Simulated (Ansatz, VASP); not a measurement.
**Li in VASP and in Ansatz**

```xyz
3
Lattice="4.9489 0.0000 0.0000 -2.4744 4.2858 0.0000 0.0000 0.0000 2.8888" Properties=species:S:1:pos:R:3 pbc="T T T"
Li    0.0950    0.1298    2.7462
Li    2.4935    1.2854    1.4825
Li    0.0366    2.8515    1.5739
```

Alike in both runs: task single point; functional LDA; k mesh 5 × 5 × 7; occupations fermi-dirac, width 0.1 eV; no spin polarisation.

|  | VASP | Ansatz |
| --- | --- | --- |
| version | VASP 6.6.1 | Ansatz 0.2.0 |
| potentials or method | VASP PAW LDA potentials, release 64 (Li_sv), cutoff 520 eV | plane waves, PAW |
| valence electrons in the cell | 9 | 9 |

```csv
,VASP,Ansatz,Ansatz less VASP
rms of the force components (eV/Å),0.130,0.129,-0.0007
```

LDA's correlation is that of Perdew and Zunger in VASP and of Perdew and Wang (1992) in Ansatz. Atom by atom the forces differ by 0.001 eV/Å (rms over components). Ansatz's warnings: stress scf threshold loose.

Noted on VASP's run: the cutoff is short for stress, so the pressure is rough.
